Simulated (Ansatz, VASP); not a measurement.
**One calculation of HgTe, two programs**

```
Hg Te
1.0
     0.00000    2.98484    2.98484
     2.98484    0.00000    2.98484
     2.98484    2.98484    0.00000
Hg Te
1 1
Direct
  0.00000 0.00000 0.00000
  0.50000 0.50000 0.50000
```

Alike in both runs: task single point; functional r2SCAN; k mesh 12 × 12 × 12; occupations gaussian, width 0.1 eV; no spin polarisation.

|  | VASP | Ansatz |
| --- | --- | --- |
| version | VASP 6.6.1 | Ansatz 0.2.0 |
| potentials or method | VASP PAW PBE potentials, release 64 (Hg, Te), cutoff 520 eV | scalar-relativistic, plane waves, PAW |
| valence electrons in the cell | 18 | 36 |

```csv
,VASP,Ansatz,Ansatz less VASP
gap on the k mesh at the Fermi level (eV),none,none,-
pressure (GPa),4.1,3.8,-0.24
```

VASP's potentials were made for PBE, not for r2SCAN. A gap of «none» marks a metal or a gap that the smearing closes. VASP's potentials hold 18 valence electrons a cell and Ansatz's 36, so a difference there can come from the potentials and not from the codes.

Neither program's run includes spin-orbit coupling.
